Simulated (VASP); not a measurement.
Write the native input for VASP 6.6.1 that does the following.

* Task: single point
* Functional: PBE
* Potentials or basis: VASP PAW PBE potentials, release 64 (Ga_d, Sb)
* Cutoff: 520 eV
* k mesh: 10 × 10 × 10
* Occupations: gaussian, width 0.1 eV
* Spin: no spin polarisation
* Dipole correction: no
* Further INCAR settings: ALGO = Normal; EDIFF = 1e-06; NBANDS = 22

The structure of GaSb3 lies in POSCAR:

```
GaSb3
1.0
    4.6256335858      0.0000000000      0.0000000000
    0.0000000000      4.6256335858      0.0000000000
    0.0000000000      0.0000000000      4.6256335858
Ga Sb
1 3
Direct
    0.0000000000      0.0000000000      0.0000000000
    0.5000000000      0.0000000000      0.5000000000
    0.0000000000      0.5000000000      0.5000000000
    0.5000000000      0.5000000000      0.0000000000
```

This cell differs from its parent crystal: In replaced by Ga, lengths x 0.979, strained.

These files were run (other wordings do the same):

INCAR

```
SYSTEM = GaSb3
ALGO = Normal
EDIFF = 1E-6
ENCUT = 520
GGA = PE
ISIF = 2
ISMEAR = 0
LASPH = .TRUE.
LCHARG = .TRUE.
LELF = .TRUE.
LREAL = .FALSE.
LVHAR = .TRUE.
LWAVE = .FALSE.
NBANDS = 22
NELM = 80
PREC = Accurate
SIGMA = 0.1
```

KPOINTS

```
k-points
0
G
  10 10 10
  0 0 0
```

Potentials or basis: VASP PAW PBE potentials, release 64 (Ga_d, Sb).

Run with:

```bash
$ cat potpaw_PBE.64/Ga_d/POTCAR potpaw_PBE.64/Sb/POTCAR > POTCAR
$ mpirun -np 1 vasp_std > vasp.out
```

It gave:

```
Pressure               : 3.5 GPa
Band gap on the k mesh : zero (bands 14 and 15 overlap by 5.32 eV)
```

Caveat: the cell differs from its parent crystal (In replaced by Ga, lengths x 0.979, strained); the cell stands under pressure; spin-orbit coupling is left out, which moves the levels of the heavy elements.

Wall time 100 s on 1 thread of Intel Xeon 8259CL, with other jobs on the host, peak memory 0.27 GiB.
